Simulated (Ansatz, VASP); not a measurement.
# LiMg12 in VASP and in Ansatz

```
CELL_PARAMETERS angstrom
6.42000 0.00000 0.00000
-4.81500 8.33982 0.00000
0.00000 0.00000 5.21304
ATOMIC_POSITIONS crystal
Mg 0.02947 0.01227 0.98284
Mg 0.19321 0.21438 0.50433
Mg 0.91062 0.26616 0.11262
Mg 0.20267 0.58765 0.38614
Mg 0.00747 0.64182 0.92572
Mg 0.15836 0.88669 0.47842
Mg 0.46704 0.96911 0.99414
Mg 0.68990 0.23926 0.58906
Mg 0.50149 0.33504 0.03062
Mg 0.67097 0.55940 0.48052
Mg 0.59189 0.70484 0.98383
Mg 0.68554 0.91098 0.48659
Li 0.22350 0.44898 0.80122
```

Alike in both runs: functional PBE; dispersion D3(BJ); k mesh 4 × 3 × 4; occupations gaussian, width 0.15 eV; no spin polarisation.

Ansatz relaxed the structure, and its values are those at the end. VASP's run is a single point on that final structure, the one shown.

```csv
,VASP,Ansatz
version,VASP 6.6.1,Ansatz 0.2.0
potentials or method,"VASP PAW PBE potentials, release 64 (Mg, Li_sv), cutoff 520 eV","scalar-relativistic, plane waves, PAW"
valence electrons in the cell,27,123
```

```csv
,VASP,Ansatz,Ansatz less VASP
rms of the force components (eV/Å),0.006,0.006,-0.0003
```

VASP's potentials hold 27 valence electrons a cell and Ansatz's 123, so a difference there can come from the potentials and not from the codes.

Noted on VASP's run: the cutoff is under 1.25 times that of the potentials, so the pressure is a little rough.
